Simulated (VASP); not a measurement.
Crystal: Li2ClF.

```
F Cl Li
1.0
     1.64380    0.94905    5.26376
    -1.64380    0.94905    5.26376
     0.00000   -1.89810    5.26376
F Cl Li
1 1 2
Direct
  0.00000 0.00000 0.00000
  0.50000 0.50000 0.50000
  0.26336 0.26336 0.26336
  0.73664 0.73664 0.73664
```

Base run:

* Program: VASP 6.6.1
* Functional: r2SCAN
* Potentials or basis: VASP PAW PBE potentials, release 64 (F, Cl, Li_sv)
* Cutoff: 520 eV
* k mesh: 10 × 10 × 10
* Occupations: gaussian, width 0.01 eV
* Spin: no spin polarisation

Its results: band gap on the k mesh 5.65 eV; largest force 0.013 eV/Å.

Problem. The run is repeated on the same cell with these changes: functional from r2SCAN to PBE; k mesh from 10 × 10 × 10 to 6 × 6 × 6. What comes out?

Solution. Band gap on the k mesh 4.88 eV; largest force 0.021 eV/Å.

Several settings changed at once.

Caveats: the PAW data sets were made with another functional, which shifts forces and pressure a little (at least some runs).

A k mesh can miss the band edges.
